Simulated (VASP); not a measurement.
# TiC in VASP: single point with PBEsol

Aim: the single point of TiC with PBEsol.

Everything below comes from runs of VASP 6.6.1. Logs are shortened: lines on timing, memory, paths and dates and some standing lists are left out, and cuts for length are marked.

**1. The cell of the first run**

The typed cell holds 2 atoms: a = 2.973 Å, b = 2.973 Å, c = 3.019 Å, α = 60.51°, β = 60.51°, γ = 90.00°.

**2. Single point, PBEsol**

INCAR

```
PREC = Accurate ; ENCUT = 520
EDIFF = 1E-6 ; ISMEAR = 0
SIGMA = 0.1 ; LREAL = F
LASPH = T ; NELM = 100
ALGO = Normal ; ISIF = 2
LWAVE = F ; LCHARG = T
GGA = PS ; LELF = T
LVHAR = T ; NBANDS = 15
```

KPOINTS

```
regular mesh
0
Gamma
  12 12 16
```

POSCAR

```
TiC
1.0
    2.9726300465     -0.0000000013     -0.0000886777
   -0.0000000013      2.9726300465     -0.0000886777
    1.4862493456      1.4862493456      2.1669671968
Ti C
1 1
Direct
    0.0000000000      0.0000000000      0.0000000000
    0.5000000000      0.5000000000      0.0000000000
```

Potentials or basis: VASP PAW PBE potentials, release 64 (Ti_sv, C).

Launch:

```console
cat potpaw_PBE.64/Ti_sv/POTCAR potpaw_PBE.64/C/POTCAR > POTCAR
mpirun -np 1 vasp_std > vasp.out
```

OUTCAR:

```text
PREC = Accurate
   ENCUT = 520
   EDIFF = 1E-6
   ISMEAR = 0
   LREAL = F
   LASPH = T
   NELM = 100
   ISIF = 2
   GGA = PS

 ion  position               nearest neighbor table
   1  0.000  0.000  0.000-   2 2.10   2 2.10   2 2.10   2 2.10   2 2.17   2 2.17
   2  0.500  0.500  0.000-   1 2.10   1 2.10   1 2.10   1 2.10   1 2.17   1 2.17

  LATTYP: Found a base centered monoclinic cell.
 ALAT       =     4.2039337296
 B/A-ratio  =     1.0000000000
 C/A-ratio  =     0.7181077642
 COS(beta)  =    -0.6962132758

  Lattice vectors:

 A1 = (  -2.9726300465,   0.0000000013,   0.0000886777)
 A2 = (   0.0000000013,  -2.9726300465,   0.0000886777)
 A3 = (   1.4862493456,   1.4862493456,   2.1669671968)

Analysis of symmetry for initial positions (statically):
=====================================================================
 Subroutine PRICEL returns:
 Original cell was already a primitive cell.

 Routine SETGRP: Setting up the symmetry group for a
 base centered monoclinic supercell.

 Subroutine GETGRP returns: Found  4 space group operations
 (whereof  4 operations were pure point group operations)
 out of a pool of  4 trial point group operations.

The static configuration has the point symmetry C_2h.

Analysis of symmetry for dynamics (positions and initial velocities):
=====================================================================
 Subroutine PRICEL returns:
 Original cell was already a primitive cell.

 Routine SETGRP: Setting up the symmetry group for a
 base centered monoclinic supercell.

 Subroutine GETGRP returns: Found  4 space group operations
 (whereof  4 operations were pure point group operations)
 out of a pool of  4 trial point group operations.

The dynamic configuration has the point symmetry C_2h.

 Subroutine INISYM returns: Found  4 space group operations
 (whereof  4 operations are pure point group operations),
 and found     1 'primitive' translations

----------------------------------------------------------------------------------------

                                     Primitive cell

  volume of cell :      19.1493

  direct lattice vectors                    reciprocal lattice vectors
     2.972630046 -0.000000001 -0.000088678     0.336395557 -0.000006882 -0.230717589
    -0.000000001  2.972630046 -0.000088678    -0.000006882  0.336395557 -0.230717589
     1.486249346  1.486249346  2.166967197     0.000013766  0.000013766  0.461455569

  length of vectors
     2.972630048  2.972630048  3.018877451     0.407912462  0.407912462  0.461455569

  position of ions in fractional coordinates (direct lattice)
     0.000000000  0.000000000  0.000000000
     0.500000000  0.500000000  1.000000000

  ion indices of the primitive-cell ions
   primitive index   ion index
                 1           1
                 2           2

----------------------------------------------------------------------------------------

 KPOINTS: regular mesh

Automatic generation of k-mesh.
 Grid dimensions read from file:
 generate k-points for:   12   12   16

 Generating k-lattice:

  Cartesian coordinates                     Fractional coordinates (reciprocal lattice)
     0.028032963 -0.000000574 -0.019226466     0.083333333  0.000000000  0.000000000
    -0.000000574  0.028032963 -0.019226466     0.000000000  0.083333333  0.000000000
     0.000000860  0.000000860  0.028840973    -0.000000000 -0.000000000  0.062500000

  Length of vectors
     0.033992705  0.033992705  0.028840973

  Shift w.r.t. Gamma in fractional coordinates (k-lattice)
     0.000000000  0.000000000  0.000000000

 Subroutine IBZKPT returns following result:
 ===========================================

 Found    632 irreducible k-points:

 Following reciprocal coordinates:
            Coordinates               Weight
  0.000000  0.000000  0.000000      1.000000
  0.083333  0.000000 -0.000000      4.000000
  0.166667  0.000000  0.000000      4.000000
  0.250000  0.000000 -0.000000      4.000000
  0.333333  0.000000 -0.000000      4.000000
  0.416667 -0.000000 -0.000000      4.000000
[... 16 lines left out ...]
  0.500000  0.166667 -0.000000      4.000000
 -0.416667  0.166667  0.000000      4.000000
 [... further k-points ...]
   k-points           NKPTS =    632   k-points in BZ     NKDIM =    632   number of bands    NBANDS=     15
   number of dos      NEDOS =    301   number of ions     NIONS =      2
   total plane-waves  NPLWV =  13824
   dimension x,y,z NGX =    24 NGY =   24 NGZ =   24
   dimension x,y,z NGXF=    48 NGYF=   48 NGZF=   48
   ions per type =               1   1
   NGX,Y,Z   is equivalent  to a cutoff of  13.42, 13.42, 13.22 a.u.
   NGXF,Y,Z  is equivalent  to a cutoff of  26.84, 26.84, 26.43 a.u.
 SYSTEM =  unknown system
   PREC   = accura    normal or accurate (medium, high low for compatibility)
   ISTART =      0    job   : 0-new  1-cont  2-samecut
   ICHARG =      2    charge: 1-file 2-atom 10-const
   ISPIN  =      1    spin polarized calculation?
   LNONCOLLINEAR =      F non collinear calculations
   LSORBIT =      F    spin-orbit coupling
   LASPH  =      T    aspherical Exc in radial PAW
   ENCUT  =  520.0 eV  38.22 Ry    6.18 a.u.   5.53  5.53  5.61*2*pi/ulx,y,z
   NELM   =    100;   NELMIN=  2; NELMDL= -5     # of ELM steps
   EDIFF  = 0.1E-05   stopping-criterion for ELM
   LREAL  =      F    real-space projection
   EDIFFG = 0.1E-04   stopping-criterion for IOM
   NSW    =      0    number of steps for IOM
   IBRION =     -1    ionic relax: 0-MD 1-quasi-New 2-CG
   NFREE  =      0    steps in history (QN), initial steepest desc. (CG)
   ISIF   =      2    stress and relaxation
   ISYM   =      2    0-nonsym 1-usesym 2-fastsym
   POTIM  = 0.5000    time-step for ionic-motion
   TEBEG  =    0.0;   TEEND  =   0.0 temperature during run
   PSTRESS=    0.0 pullay stress
   NELECT =      16.0000    total number of electrons
   NUPDOWN=      -1.0000    fix difference up-down
   EMIN   =  10.00;   EMAX   =-10.00  energy-range for DOS
   EFERMI =   0.00;   METHOD = LEGACY
   ISMEAR =     0;   SIGMA  =   0.10  broadening in eV -4-tet -1-fermi 0-gaus
   EFERMI_NEDOS =   21; number of points for ismear=-14 and -15
   IALGO  =     38    algorithm
   IMIX   =      4    mixing-type and parameters
     AMIX     =   0.40;   BMIX     =  1.00
     AMIX_MAG =   1.60;   BMIX_MAG =  1.00
  volume/ion in A,a.u.               =       9.57        64.61
  Fermi-wavevector in a.u.,A,eV,Ry     =   1.541928  2.913822 32.348440  2.377543
  Thomas-Fermi vector in A             =   2.647805
   LORBIT       =      0    0 simple, 1 ext, 2 COOP (PROOUT), +10 PAW based schemes
   GGA     = PS    functional components
   LHFCALC =     F    Hartree Fock is set to
   AEXX    =    0.0000 exact exchange contribution
   IVDW    =     0    specifies the selected vdW correction
   LEPSILON=     F    determine dielectric tensor
   LRPA    =     F    only Hartree local field effects (RPA)
 non-spin polarized calculation
 Gauss-broadening in eV      SIGMA  =   0.10
  energy-cutoff  :      520.00
  volume of cell :       19.15
 maximum number of plane-waves:       540
 NGX is ok and might be reduce to    24
   NGX = 11   NGY = 11   NGZ = 11

 number of electron      16.0000001 magnetization

 Free energy of the ion-electron system (eV)
  ---------------------------------------------------
  ext. energy  EPLUGINS =         0.00000000
  ---------------------------------------------------
  free energy    TOTEN  =       -19.76561272 eV

  energy without entropy =      -19.76417116  energy(sigma->0) =      -19.76489194

 E-fermi :  10.0320     XC(G=0): -13.1678

 val. band max:        9.9898485806   @ k =   0.5000   0.5000   0.5000
 cond. band min:      10.0462559840   @ k =   0.0833  -0.0000   0.1250
 fundamental gap:      0.0564074033
 Fermi energy:        10.0319875688

 k-point     1 :       0.0000    0.0000    0.0000
  band No.  band energies     occupation
      1     -46.1454      2.00000
      2     -22.2626      2.00000
      3     -22.2248      2.00000
      4     -22.2245      2.00000
      5      -2.6301      2.00000
      6      10.5287      0.00000
      7      10.7793      0.00000
      8      10.7794      0.00000
      9      11.6992      0.00000
     10      11.7182      0.00000
     11      11.8402      0.00000
     12      11.8404      0.00000
     13      11.9863      0.00000
     14      21.4057      0.00000
     15      24.1841      0.00000

 k-point     2 :       0.0833    0.0000   -0.0000
  band No.  band energies     occupation
      1     -46.1389      2.00000
      2     -22.2893      2.00000
      3     -22.2472      2.00000
      4     -22.2276      2.00000
      5      -2.4596      2.00000
      6       9.9426      1.79359
      7      10.1648      0.06032
      8      10.3462      0.00001
      9      11.0216      0.00000
     10      11.1072      0.00000
     11      12.1770      0.00000
     12      13.1579      0.00000
     13      13.4009      0.00000
     14      21.6683      0.00000
     15      24.2981      0.00000

 k-point     3 :       0.1667    0.0000    0.0000
  band No.  band energies     occupation
      1     -46.1211      2.00000
      2     -22.4019      2.00000
      3     -22.2676      2.00000
      4     -22.2357      2.00000
      5      -1.9680      2.00000
      6       8.6143      2.00000
      7       9.0777      2.00000
      8       9.2101      2.00000
      9      11.3230      0.00000
     10      11.3902      0.00000
     11      12.6257      0.00000
     12      14.6626      0.00000
     13      14.9598      0.00000
     14      22.1243      0.00000
     15      24.4450      0.00000
[... 343 lines left out ...]
 k-point    23 :       0.5000    0.1667   -0.0000
  band No.  band energies     occupation
      1     -46.0383      2.00000
      2     -22.7998      2.00000
      3     -22.3875      2.00000
      4     -22.3418      2.00000
      5       0.7403      2.00000
      6       4.7177      2.00000
      7       6.9203      2.00000
      8       7.4133      2.00000
      9      12.2988      0.00000
     10      13.3289      0.00000
     11      14.2650      0.00000
     12      17.1821      0.00000
     13      17.8868      0.00000
     14      20.8146      0.00000
     15      25.2468      0.00000

 k-point    24 :      -0.4167    0.1667    0.0000
  band No.  band energies     occupation
      1     -46.0505      2.00000
      2     -22.7332      2.00000
      3     -22.3681      2.00000
      4     -22.3370      2.00000
      5       0.1356      2.00000
      6       5.3700      2.00000
      7       7.1850      2.00000
      8       7.8768      2.00000
      9      11.5794      0.00000
     10      13.2340      0.00000
     11      14.1896      0.00000
     12      16.2089      0.00000
     13      17.9326      0.00000
     14      21.6683      0.00000
     15      25.6821      0.00000

 [... further k-points ...]

------------------------ aborting loop because EDIFF is reached ----------------------------------------

  FORCE on cell =-STRESS in cart. coord.  units (eV):
  Direction    XX          YY          ZZ          XY          YZ          ZX
  --------------------------------------------------------------------------------------
  -------------------------------------------------------------------------------------
  Total        1.7899395      1.7899395      0.0191165     -0.0056709      0.0016361      0.0016361
  in kB      149.7604394    149.7604394      1.5994383     -0.4744708      0.1368850      0.1368855
  external PRESSURE =     100.3734390 kB  Pullay stress =       0.0000000 kB

 VOLUME and BASIS-vectors are now :
 -----------------------------------------------------------------------------
  energy-cutoff  :      520.00
  volume of cell :       19.15
      direct lattice vectors                 reciprocal lattice vectors
     2.972630046 -0.000000001 -0.000088678     0.336395557 -0.000006882 -0.230717589
    -0.000000001  2.972630046 -0.000088678    -0.000006882  0.336395557 -0.230717589
     1.486249346  1.486249346  2.166967197     0.000013766  0.000013766  0.461455569

 POSITION                                       TOTAL-FORCE (eV/Angst)
 -----------------------------------------------------------------------------------
      0.00000      0.00000      0.00000        -0.000000      0.000000      0.000000
      1.48632      1.48632     -0.00009         0.000000     -0.000000      0.000000
 -----------------------------------------------------------------------------------
    total drift:                               -0.000000     -0.000000     -0.000000

  FREE ENERGIE OF THE ION-ELECTRON SYSTEM (eV)
  ---------------------------------------------------
  free  energy   TOTEN  =       -19.7656127240 eV

  energy  without entropy=      -19.7641711550  energy(sigma->0) =      -19.76489194
```

Run time: 3 min. Hardware: 1 thread of AMD EPYC 7R43 (Zen 3), shared host; peak memory 0.25 GiB.

What came out:

```
Free energy            : -19.7656 eV
Pressure               : 10.0 GPa
Band gap on the k mesh : zero (band 8 reaches 10.78 eV, above the bottom of band 9 at 9.50 eV)
```

Stress tensor (GPa, compression positive):
```
14.98 -0.05  0.01
-0.05 14.98  0.01
 0.01  0.01  0.16
```

Caveat: the PAW data sets were made with another functional, which shifts forces and pressure a little.
